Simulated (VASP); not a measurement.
# Ca: single point with PBE

Ca:

```
CELL_PARAMETERS angstrom
4.05588 0.00000 0.00000
-2.02794 3.51249 0.00000
0.00000 0.00000 13.30326
ATOMIC_POSITIONS crystal
Ca 0.00000 0.00000 0.00000
Ca 0.00000 0.00000 0.50000
Ca 0.33333 0.66667 0.25000
Ca 0.66667 0.33333 0.75000
```

This isn't the form of Ca at room conditions, which is fcc.

* Program: VASP 6.6.1
* Task: single point
* Functional: PBE
* Potentials or basis: VASP PAW PBE potentials, release 64 (Ca_sv)
* Cutoff: 520 eV
* k mesh: 11 × 11 × 3
* Occupations: fermi-dirac, width 0.1 eV
* Spin: no spin polarisation

```
Pressure               : -1.6 GPa
Band gap on the k mesh : zero (bands 20 and 21 overlap by 0.48 eV)
```

Levels at points of the mesh, in eV from the Fermi level:
```
           k point  band 16  band 17  band 18  band 19  band 20  band 21  band 22  band 23  band 24  band 25
(0.00, 0.00, 0.00)   -23.21    -3.83    -2.91    -2.90    -0.98    -0.26     1.33     1.34     2.10     2.10
```

Wall time 88 s on 1 thread of AMD EPYC 9R45 96-Core Processor (Zen 5) (shared host), peak memory 0.31 GiB.
